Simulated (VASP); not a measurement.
Set up this calculation in VASP 6.6.1, as the native input.

```yaml
Task: density of states
Functional: PBE
Potentials_or_basis: VASP PAW PBE potentials, release 64 (Mo_sv)
Cutoff: 520 eV
k_mesh: 17 × 17 × 17
Occupations: fermi-dirac, width 0.05 eV
Spin: no spin polarisation
Dipole_correction: no
k_mesh_for_the_DOS: 26 × 26 × 26
Occupations_for_the_DOS: tetrahedron
Further_INCAR_settings: ALGO = Normal; EDIFF = 1e-06; NBANDS = 13
```

The system is Mo.

```xyz
1
Lattice="-1.5734 1.5734 1.5734 1.5734 -1.5734 1.5734 1.5734 1.5734 -1.5734" Properties=species:S:1:pos:R:3 pbc="T T T"
Mo    0.0000    0.0000    0.0000
```

One way to write it, as run:

POSCAR

```
Mo
1.0
   -1.5734150000      1.5734150000      1.5734150000
    1.5734150000     -1.5734150000      1.5734150000
    1.5734150000      1.5734150000     -1.5734150000
Mo
1
Direct
    0.0000000000      0.0000000000      0.0000000000
```

INCAR.step1

```
PREC     = Accurate       # precision mode
ENCUT    = 520            # plane-wave cutoff, eV
EDIFF    = 1E-6           # SCF threshold, eV
ISMEAR   = -1             # smearing method
SIGMA    = 0.05           # smearing width, eV
LREAL    = F              # projectors in reciprocal space
LASPH    = T              # aspherical terms in the spheres
NELM     = 80             # most SCF steps
ALGO     = Normal         # electronic algorithm
ISIF     = 2              # what is computed and relaxed
LWAVE    = F              # write WAVECAR
LCHARG   = T              # write CHGCAR
LMAXMIX  = 4              # l up to which the mixer works
GGA      = PE             # functional
NBANDS   = 13             # bands
```

KPOINTS.step1

```
regular mesh
0
Gamma
  17 17 17
```

INCAR.step2

```
PREC     = Accurate       # precision mode
ENCUT    = 520            # plane-wave cutoff, eV
EDIFF    = 1E-6           # SCF threshold, eV
ISMEAR   = -5             # smearing method
SIGMA    = 0.05           # smearing width, eV
LREAL    = F              # projectors in reciprocal space
LASPH    = T              # aspherical terms in the spheres
NELM     = 80             # most SCF steps
ALGO     = Normal         # electronic algorithm
ISIF     = 2              # what is computed and relaxed
LWAVE    = F              # write WAVECAR
LCHARG   = F              # write CHGCAR
LMAXMIX  = 4              # l up to which the mixer works
GGA      = PE             # functional
LORBIT   = 11             # projections on sites
NBANDS   = 13             # bands
NEDOS    = 2001           # points of the DOS
ICHARG   = 11             # starting density
```

KPOINTS.step2

```
regular mesh
0
Gamma
  26 26 26
```

Potentials or basis: VASP PAW PBE potentials, release 64 (Mo_sv).

Command:

```sh
$ cat potpaw_PBE.64/Mo_sv/POTCAR > POTCAR
$ cp INCAR.step1 INCAR
$ cp KPOINTS.step1 KPOINTS
$ mpirun -np 1 vasp_std > vasp.out
$ cp INCAR.step2 INCAR
$ cp KPOINTS.step2 KPOINTS
$ mpirun -np 1 vasp_std > vasp.out
```

It gave:

```json
{
  "Valence electrons inside the program's atomic spheres": "Mo 12.51"
}
```

Wall time 30 s on 1 thread of Intel(R) Xeon(R) 6975P-C (Granite Rapids) (shared host), peak memory 0.24 GiB.
